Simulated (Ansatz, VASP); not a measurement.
## One calculation of Pt, two programs

The input INCAR:

```
SYSTEM = Pt
PREC = Accurate ; ENCUT = 600
EDIFF = 1E-6 ; ISMEAR = 0
SIGMA = 0.1 ; LREAL = .False.
LASPH = .True. ; NELM = 60
ALGO = Fast ; ISIF = 3
LWAVE = .False. ; LCHARG = .False.
GGA = PE ; IBRION = 2
NSW = 90 ; EDIFFG = -0.04
```

KPOINTS

```
regular mesh
0
Gamma
  6 6 2
  0 0 0
```

File POSCAR:

```
Pt
1.0
    2.8937719050      0.0000000000      0.0000000000
   -1.4468859525      2.5060799825      0.0000000000
    0.0000000000      0.0000000000      9.3329855456
Pt
4
Direct
    0.0000000000      0.0000000000      0.0000000000
    0.0000000000      0.0000000000      0.5000000000
    0.3333333333      0.6666666667      0.7500000000
    0.6666666667      0.3333333333      0.2500000000
```

Input for Ansatz:

```yaml
crystal:
  lattice:
    - [2.893771905, 0.0, 0.0]
    - [-1.4468859525, 2.5060799825, 0.0]
    - [0.0, 0.0, 9.3329855456]
  atoms:
    - { symbol: Pt, position: [0.0, 0.0, 0.0] }
    - { symbol: Pt, position: [0.0, 0.0, 0.5] }
    - { symbol: Pt, position: [0.3333333333, 0.6666666667, 0.75] }
    - { symbol: Pt, position: [0.6666666667, 0.3333333333, 0.25] }
basis:
  ecutwfc: 420
kpoints:
  mp_grid: { grid: [6, 6, 2] }
hamiltonian:
  xc: pbe
scf:
  occupations: { method: gaussian, width: 0.1 }
  lower_state_search: "off"
output:
  forces: true
  stress: true
  eigenvalues: true
relax:
  adjacent_minimum: "off"
  f_tol: 0.04
  max_steps: 70
  cell: { stress_tol: 0.4 }
```

Alike in both runs: task relaxation of cell and atoms; functional PBE; k mesh 6 × 6 × 2; occupations gaussian, width 0.1 eV; no spin polarisation.

```csv
,VASP,Ansatz
version,VASP 6.6.1,Ansatz 0.2.0
potentials or method,"VASP PAW PBE potentials, release 64 (Pt), cutoff 600 eV","scalar-relativistic, plane waves, PAW"
valence electrons in the cell,40,72
```

```csv
,VASP,Ansatz,Ansatz less VASP
"gap on the k mesh at the Fermi level, each at its own relaxed structure (eV)",none,none,-
relaxed volume (Å³/atom),15.63,15.65,+0.024
relaxed cell length with the largest relative difference (Å),9.382,9.390,+0.0077
```

A gap of «none» marks a metal or a gap that the smearing closes. VASP's potentials hold 40 valence electrons a cell and Ansatz's 72, so a difference there can come from the potentials and not from the codes.

The k mesh is coarse, so the values compare programs but aren't converged. Neither program's run includes spin-orbit coupling. Noted on VASP's run: too few bands were computed for a metal, which touches its energy and stress.
